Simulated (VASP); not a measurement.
A run of VASP 6.6.1:

INCAR

```
SYSTEM = CdSe
  PREC = Accurate
  ENCUT = 520
  EDIFF = 1E-7
  ISMEAR = 0
  SIGMA = 0.01
  LREAL = .FALSE.
  LASPH = .TRUE.
  NELM = 100
  ALGO = Normal
  ISIF = 2
  LWAVE = .FALSE.
  LCHARG = .FALSE.
  GGA = PE
  NBANDS = 16
```

KPOINTS

```
regular mesh
0
G
  6 6 6
  0 0 0
```

Contents of POSCAR:

```
CdSe
1.0
    0.0000000000      3.0702710000      3.0702710000
    3.0702710000      0.0000000000      3.0702710000
    3.0702710000      3.0702710000      0.0000000000
Cd Se
1 1
Direct
    0.0162852074     -0.0162852074      0.0162852074
    0.7500000000      0.7500000000      0.7500000000
```

Potentials or basis: VASP PAW PBE potentials, release 64 (Cd, Se).

Command:

```bash
$ cat potpaw_PBE.64/Cd/POTCAR potpaw_PBE.64/Se/POTCAR > POTCAR
$ mpirun -np 1 vasp_std > vasp.out
```

Hardware: 1 thread of AMD EPYC 7R13, with other jobs on the host.

Problem. Estimate the wall time of this run.

Solution. Wall time 66 s on 1 thread of AMD EPYC 7R13, with other jobs on the host, peak memory 0.17 GiB. Counts: scf iterations 14, k points 46.
